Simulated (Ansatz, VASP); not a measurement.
Ta in VASP and in Ansatz

```
Ta
1.0
     4.89320    0.00000    0.00000
    -2.44660    4.23763    0.00000
     0.00000    0.00000    2.74749
Ta
3
Direct
  0.00000 0.00000 0.00000
  0.33333 0.66667 0.50000
  0.66667 0.33333 0.50000
```

Alike in both runs: functional RPBE; k mesh 8 × 8 × 11; occupations fermi-dirac, width 0.1 eV; no spin polarisation.

Ansatz relaxed the structure, and its values are those at the end. VASP's run is a single point on that final structure, the one shown.

```csv
,VASP,Ansatz
version,VASP 6.6.1,Ansatz 0.2.0
potentials or method,"VASP PAW PBE potentials, release 64 (Ta_pv), cutoff 520 eV","plane waves (420 eV) with PAW, scalar-relativistic"
valence electrons in the cell,33,39
```

Ansatz gave:

- pressure (GPa): 0.0

**Question.** What did VASP give for the same quantities?

**Answer.** Pressure (GPa): 0.1.

VASP's potentials were made for PBE, not for RPBE. VASP's potentials hold 33 valence electrons a cell and Ansatz's 39, so a difference there can come from the potentials and not from the codes.

Neither program's run includes spin-orbit coupling.
